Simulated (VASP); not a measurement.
# Hf3SnS8 (P1) in VASP: single point with PBE

Aim: the single point of Hf3SnS8 with PBE.

All numbers are computed with VASP 6.6.1; they aren't measurements. Logs are shortened: lines on timing, memory, paths and dates and some standing lists are left out, and cuts for length are marked.

### 1 The cell of the first run

The typed cell holds 12 atoms: a = 3.667 Å, b = 3.667 Å, c = 27.737 Å, α = 89.35°, β = 89.90°, γ = 120.00°.

### 2 Single point, PBE

The input, INCAR:

```
SYSTEM = Hf3SnS8
ALGO = Normal
EDIFF = 1E-6
ENCUT = 520
GGA = PE
ISIF = 2
ISMEAR = 0
LASPH = .TRUE.
LCHARG = .FALSE.
LREAL = .FALSE.
LWAVE = .FALSE.
NBANDS = 58
NELM = 100
PREC = Accurate
SIGMA = 0.1
```

The input, KPOINTS:

```
k-points
0
G
  6 6 1
  0 0 0
```

The input, POSCAR:

```
Hf3SnS8
1.0
    3.6674373628     -0.0000582812      0.0033170998
   -1.8337211157      3.1759714445      0.0212182486
    0.0254616164      0.1932411577     27.7366309963
Hf Sn S
3 1 8
Direct
    0.3382764338      0.6775665924      0.3108943622
    0.6535876755      0.3375460341      0.0646635577
    0.6751278520      0.3242886742      0.5620409292
    0.3329802372      0.6605478894      0.8124107000
    0.6676997213      0.3378085844      0.3627624566
    0.6622336304      0.3205734818      0.8661090480
    0.3163470287      0.6644926904      0.1165278595
    0.3378611379      0.6512150911      0.6139135652
   -0.0091357619      0.0106777284      0.0127878862
    0.0123773911     -0.0026073031      0.5101635109
    0.0089040743      0.0173435794      0.2590216328
    0.0037405797      0.0005469577      0.7587064914
```

Potentials or basis: VASP PAW PBE potentials, release 64 (Hf_pv, Sn_d, S).

Command:

```console
$ cat potpaw_PBE.64/Hf_pv/POTCAR potpaw_PBE.64/Sn_d/POTCAR potpaw_PBE.64/S/POTCAR > POTCAR
$ mpirun -np 1 vasp_std > vasp.out
```

OUTCAR:

```text
SYSTEM = Hf3SnS8
   EDIFF = 1E-6
   ENCUT = 520
   GGA = PE
   ISIF = 2
   ISMEAR = 0
   LASPH = .TRUE.
   LREAL = .FALSE.
   NELM = 100
   PREC = Accurate

 ion  position               nearest neighbor table
   1  0.338  0.678  0.311-   5 2.56   5 2.56  11 2.56  11 2.56   5 2.56  11 2.56
   2  0.654  0.338  0.065-   7 2.56   7 2.56   7 2.56   9 2.56   9 2.56   9 2.56
   3  0.675  0.324  0.562-   8 2.56   8 2.56  10 2.56   8 2.56  10 2.56  10 2.56
   4  0.333  0.661  0.812-   6 2.59   6 2.59  12 2.59   6 2.59  12 2.59  12 2.59
   5  0.668  0.338  0.363-   1 2.56   1 2.56   1 2.56
   6  0.662  0.321  0.866-   4 2.59   4 2.59   4 2.59
   7  0.316  0.664  0.117-   2 2.56   2 2.56   2 2.56
   8  0.338  0.651  0.614-   3 2.56   3 2.56   3 2.56
   9  0.991  0.011  0.013-   2 2.56   2 2.56   2 2.56
  10  0.012  0.997  0.510-   3 2.56   3 2.56   3 2.56
  11  0.009  0.017  0.259-   1 2.56   1 2.56   1 2.56
  12  0.004  0.001  0.759-   4 2.59   4 2.59   4 2.59

  LATTYP: Found a triclinic cell.
 ALAT       =     3.6673616782
 B/A-ratio  =     1.0000210465
 C/A-ratio  =     7.5632888882
 COS(alpha) =     0.0018222950
 COS(beta)  =     0.0131822446
 COS(gamma) =     0.5000017394

  Lattice vectors:

 A1 = (  -1.8337162471,  -3.1759131633,  -0.0245353484)
 A2 = (  -3.6674373628,   0.0000582812,  -0.0033170998)
 A3 = (  -0.0254616164,  -0.1932411577, -27.7366309963)

Analysis of symmetry for initial positions (statically):
=====================================================================
 Subroutine PRICEL returns:
 Original cell was already a primitive cell.

 Routine SETGRP: Setting up the symmetry group for a
 triclinic supercell.

 Subroutine GETGRP returns: Found  1 space group operations
 (whereof  1 operations were pure point group operations)
 out of a pool of  2 trial point group operations.

The static configuration has the point symmetry C_1 .

Analysis of symmetry for dynamics (positions and initial velocities):
=====================================================================
 Subroutine PRICEL returns:
 Original cell was already a primitive cell.

 Routine SETGRP: Setting up the symmetry group for a
 triclinic supercell.

 Subroutine GETGRP returns: Found  1 space group operations
 (whereof  1 operations were pure point group operations)
 out of a pool of  2 trial point group operations.

The dynamic configuration has the point symmetry C_1 .

 Subroutine INISYM returns: Found  1 space group operations
 (whereof  1 operations are pure point group operations),
 and found     1 'primitive' translations

----------------------------------------------------------------------------------------

                                     Primitive cell

  volume of cell :     323.0479

  direct lattice vectors                    reciprocal lattice vectors
     3.667437363 -0.000058281  0.003317100     0.272673681  0.157443504 -0.001347218
    -1.833721116  3.175971445  0.021218249     0.000006988  0.314882983 -0.002193797
     0.025461616  0.193241158 27.736630996    -0.000032615 -0.000259711  0.036055245

  length of vectors
     3.667438863  3.667393892 27.737315830     0.314866969  0.314890625  0.036056195

  position of ions in fractional coordinates (direct lattice)
     0.338276434  0.677566592  0.310894362
     0.653587675  0.337546034  0.064663558
     0.675127852  0.324288674  0.562040929
     0.332980237  0.660547889  0.812410700
     0.667699721  0.337808584  0.362762457
     0.662233630  0.320573482  0.866109048
     0.316347029  0.664492690  0.116527860
     0.337861138  0.651215091  0.613913565
     0.990864238  0.010677728  0.012787886
     0.012377391  0.997392697  0.510163511
     0.008904074  0.017343579  0.259021633
     0.003740580  0.000546958  0.758706491

  ion indices of the primitive-cell ions
   primitive index   ion index
                 1           1
                 2           2
                 3           3
                 4           4
                 5           5
                 6           6
                 7           7
                 8           8
                 9           9
                10          10
                11          11
                12          12

----------------------------------------------------------------------------------------

 KPOINTS: k-points

Automatic generation of k-mesh.
 Grid dimensions read from file:
 generate k-points for:    6    6    1

 Generating k-lattice:

  Cartesian coordinates                     Fractional coordinates (reciprocal lattice)
     0.045445613  0.026240584 -0.000224536     0.166666667 -0.000000000  0.000000000
     0.000001165  0.052480497 -0.000365633    -0.000000000  0.166666667  0.000000000
    -0.000032615 -0.000259711  0.036055245     0.000000000 -0.000000000  1.000000000

  Length of vectors
     0.052477828  0.052481771  0.036056195

  Shift w.r.t. Gamma in fractional coordinates (k-lattice)
     0.000000000  0.000000000  0.000000000

 Subroutine IBZKPT returns following result:
 ===========================================

 Found     20 irreducible k-points:

 Following reciprocal coordinates:
            Coordinates               Weight
  0.000000  0.000000  0.000000      1.000000
  0.166667 -0.000000  0.000000      2.000000
  0.333333 -0.000000  0.000000      2.000000
  0.500000 -0.000000  0.000000      1.000000
 -0.000000  0.166667  0.000000      2.000000
  0.166667  0.166667  0.000000      2.000000
[... 12 lines left out ...]
  0.333333  0.500000  0.000000      2.000000
  0.500000  0.500000  0.000000      1.000000
   k-points           NKPTS =     20   k-points in BZ     NKDIM =     20   number of bands    NBANDS=     58
   number of dos      NEDOS =    301   number of ions     NIONS =     12
   total plane-waves  NPLWV = 164640
   dimension x,y,z NGX =    28 NGY =   28 NGZ =  210
   dimension x,y,z NGXF=    56 NGYF=   56 NGZF=  420
   ions per type =               3   1   8
   NGX,Y,Z   is equivalent  to a cutoff of  12.69, 12.69, 12.59 a.u.
   NGXF,Y,Z  is equivalent  to a cutoff of  25.38, 25.39, 25.17 a.u.
 SYSTEM =  Hf3SnS8
   PREC   = accura    normal or accurate (medium, high low for compatibility)
   ISTART =      0    job   : 0-new  1-cont  2-samecut
   ICHARG =      2    charge: 1-file 2-atom 10-const
   ISPIN  =      1    spin polarized calculation?
   LNONCOLLINEAR =      F non collinear calculations
   LSORBIT =      F    spin-orbit coupling
   LASPH  =      T    aspherical Exc in radial PAW
   ENCUT  =  520.0 eV  38.22 Ry    6.18 a.u.   6.82  6.82 51.57*2*pi/ulx,y,z
   NELM   =    100;   NELMIN=  2; NELMDL= -5     # of ELM steps
   EDIFF  = 0.1E-05   stopping-criterion for ELM
   LREAL  =      F    real-space projection
   EDIFFG = 0.1E-04   stopping-criterion for IOM
   NSW    =      0    number of steps for IOM
   IBRION =     -1    ionic relax: 0-MD 1-quasi-New 2-CG
   NFREE  =      0    steps in history (QN), initial steepest desc. (CG)
   ISIF   =      2    stress and relaxation
   ISYM   =      2    0-nonsym 1-usesym 2-fastsym
   POTIM  = 0.5000    time-step for ionic-motion
   TEBEG  =    0.0;   TEEND  =   0.0 temperature during run
   PSTRESS=    0.0 pullay stress
   NELECT =      92.0000    total number of electrons
   NUPDOWN=      -1.0000    fix difference up-down
   EMIN   =  10.00;   EMAX   =-10.00  energy-range for DOS
   EFERMI =   0.00;   METHOD = LEGACY
   ISMEAR =     0;   SIGMA  =   0.10  broadening in eV -4-tet -1-fermi 0-gaus
   EFERMI_NEDOS =   21; number of points for ismear=-14 and -15
   IALGO  =     38    algorithm
   IMIX   =      4    mixing-type and parameters
     AMIX     =   0.40;   BMIX     =  1.00
     AMIX_MAG =   1.60;   BMIX_MAG =  1.00
  volume/ion in A,a.u.               =      26.92       181.67
  Fermi-wavevector in a.u.,A,eV,Ry     =   1.077081  2.035389 15.784175  1.160104
  Thomas-Fermi vector in A             =   2.212983
   LORBIT       =      0    0 simple, 1 ext, 2 COOP (PROOUT), +10 PAW based schemes
   GGA     = PE    functional components
   LHFCALC =     F    Hartree Fock is set to
   AEXX    =    0.0000 exact exchange contribution
   IVDW    =     0    specifies the selected vdW correction
   LEPSILON=     F    determine dielectric tensor
   LRPA    =     F    only Hartree local field effects (RPA)
 non-spin polarized calculation
 Gauss-broadening in eV      SIGMA  =   0.10
  energy-cutoff  :      520.00
  volume of cell :      323.05
 maximum number of plane-waves:      8730
   NGX = 13   NGY = 13   NGZ =103

 number of electron      91.9999997 magnetization

 Free energy of the ion-electron system (eV)
  ---------------------------------------------------
  ext. energy  EPLUGINS =         0.00000000
  ---------------------------------------------------
  free energy    TOTEN  =       -81.97044681 eV

  energy without entropy =      -81.97044681  energy(sigma->0) =      -81.97044681

 E-fermi :   2.3743     XC(G=0):  -8.5234

 val. band max:        1.8969653001   @ k =   0.0000   0.0000   0.0000
 cond. band min:       3.1301693540   @ k =   0.0000   0.5000   0.0000
 fundamental gap:      1.2332040538
 Fermi energy:         2.3742866432

 k-point     1 :       0.0000    0.0000    0.0000
  band No.  band energies     occupation
      1     -28.8025      2.00000
      2     -28.8021      2.00000
      3     -28.8015      2.00000
      4     -28.6920      2.00000
      5     -28.6920      2.00000
      6     -28.6916      2.00000
[... 50 lines left out ...]
     57       5.4572      0.00000
     58       7.0683      0.00000

 k-point     2 :       0.1667   -0.0000    0.0000
  band No.  band energies     occupation
      1     -28.7944      2.00000
      2     -28.7940      2.00000
      3     -28.7933      2.00000
      4     -28.7350      2.00000
      5     -28.7346      2.00000
      6     -28.7339      2.00000
[... 50 lines left out ...]
     57       6.3069      0.00000
     58       6.7769      0.00000

 k-point     3 :       0.3333   -0.0000    0.0000
  band No.  band energies     occupation
      1     -28.8202      2.00000
      2     -28.8198      2.00000
      3     -28.8191      2.00000
      4     -28.7775      2.00000
      5     -28.7771      2.00000
      6     -28.7765      2.00000
[... 972 lines left out ...]
      3     -28.8387      2.00000
      4     -28.7698      2.00000
      5     -28.7694      2.00000
      6     -28.7687      2.00000
[... 50 lines left out ...]
     57       7.2316      0.00000
     58       7.3402      0.00000

 k-point    20 :       0.5000    0.5000    0.0000
  band No.  band energies     occupation
      1     -28.8618      2.00000
      2     -28.8614      2.00000
      3     -28.8607      2.00000
      4     -28.7694      2.00000
      5     -28.7690      2.00000
      6     -28.7683      2.00000
[... 50 lines left out ...]
     57       6.3604      0.00000
     58       7.7904      0.00000

------------------------ aborting loop because EDIFF is reached ----------------------------------------

  FORCE on cell =-STRESS in cart. coord.  units (eV):
  Direction    XX          YY          ZZ          XY          YZ          ZX
  --------------------------------------------------------------------------------------
  -------------------------------------------------------------------------------------
  Total       -0.8642027     -0.8572823     -0.6399568      0.0005504     -0.0053241      0.0002130
  in kB       -4.2860709     -4.2517486     -3.1739082      0.0027298     -0.0264050      0.0010565
  external PRESSURE =      -3.9039092 kB  Pullay stress =       0.0000000 kB

 VOLUME and BASIS-vectors are now :
 -----------------------------------------------------------------------------
  energy-cutoff  :      520.00
  volume of cell :      323.05
      direct lattice vectors                 reciprocal lattice vectors
     3.667437363 -0.000058281  0.003317100     0.272673681  0.157443504 -0.001347218
    -1.833721116  3.175971445  0.021218249     0.000006988  0.314882983 -0.002193797
     0.025461616  0.193241158 27.736630996    -0.000032615 -0.000259711  0.036055245

 POSITION                                       TOTAL-FORCE (eV/Angst)
 -----------------------------------------------------------------------------------
      0.00606      2.21199      8.63866         0.000154      0.000071      0.000870
      1.77967      1.08449      1.80288        -0.000187      0.000365     -0.001523
      1.89564      1.13850     15.59824        -0.000223      0.000149     -0.000486
      0.03061      2.25485     22.54866         0.000624     -0.000010     -0.001225
      1.83854      1.14293     10.07119         0.000020      0.000727     -0.064819
      1.86291      1.18546     24.03195         0.000071      0.000380     -0.002823
     -0.05534      2.13291      3.24724         0.000162      0.000520     -0.066365
      0.06057      2.18685     17.04283        -0.000012      0.000627     -0.066670
      3.61468      0.03633      0.35821         0.000052     -0.000758      0.065732
     -1.77056      3.26627     14.17142        -0.000146     -0.000363      0.066119
      0.00745      0.10514      7.18478        -0.000308     -0.001141      0.067041
      0.03203      0.14835     21.04399        -0.000207     -0.000567      0.004149
 -----------------------------------------------------------------------------------
    total drift:                                0.000346     -0.000159      0.000136

  FREE ENERGIE OF THE ION-ELECTRON SYSTEM (eV)
  ---------------------------------------------------
  free  energy   TOTEN  =       -81.9704468105 eV

  energy  without entropy=      -81.9704468105  energy(sigma->0) =      -81.97044681
```

It took 9.6 min on 1 thread of Intel Xeon Platinum 8259CL at 2.50GHz (Skylake/Cascade Lake), shared host; peak memory 0.6 GiB.

Results:

* Free energy: -81.9704 eV
* Pressure: -0.4 GPa
* Largest force: 0.067 eV/Å
* Band gap on the k mesh: 1.23 eV, indirect (least direct gap 1.80 eV)

Forces in eV/Å, atoms in the order of the input:
```
Hf   0.000  0.000  0.001
Hf   0.000  0.000 -0.002
Hf   0.000  0.000  0.000
Sn   0.001  0.000 -0.001
S    0.000  0.001 -0.065
S    0.000  0.000 -0.003
S    0.000  0.001 -0.066
S    0.000  0.001 -0.067
S    0.000 -0.001  0.066
S    0.000  0.000  0.066
S    0.000 -0.001  0.067
S    0.000 -0.001  0.004
```

Stress tensor (GPa, compression positive):
```
-0.43  0.00  0.00
 0.00 -0.43  0.00
 0.00  0.00 -0.32
```

Caveat: spin-orbit coupling is left out, which moves the levels of the heavy elements.
